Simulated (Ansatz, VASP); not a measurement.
One calculation of Te2Mo, two programs

```
Te Mo
1.0
     3.46701    0.00000    0.00000
    -1.73351    3.00252    0.00000
     0.00000    0.00000   33.27028
Te Mo
2 1
Direct
  0.33333 0.66667 0.44606
  0.33333 0.66667 0.55394
  0.66667 0.33333 0.50000
```

Alike in both runs: functional LDA; k mesh 9 × 9 × 1; occupations gaussian, width 0.02 eV; no spin polarisation.

Ansatz relaxed the structure, and its values are those at the end. VASP's run is a single point on that final structure, the one shown.

|  | VASP | Ansatz |
| --- | --- | --- |
| version | VASP 6.6.1 | Ansatz 0.2.0 |
| potentials or method | VASP PAW LDA potentials, release 64 (Te, Mo_sv), cutoff 520 eV | scalar-relativistic, plane waves, PAW |
| valence electrons in the cell | 26 | 46 |

```tsv
	VASP	Ansatz	Ansatz less VASP
gap on the k mesh at the Fermi level (eV)	1.24	1.24	-0.001
least direct gap on the mesh (eV)	1.24	1.24	-0.001
rms of the force components (eV/Å)	0.027	0.000	-0.0272
```

LDA's correlation is that of Perdew and Zunger in VASP and of Perdew and Wang (1992) in Ansatz. VASP's potentials hold 26 valence electrons a cell and Ansatz's 46, so a difference there can come from the potentials and not from the codes. Ansatz's warnings: xc potential rough in thin density.

Spin-orbit coupling is off throughout.
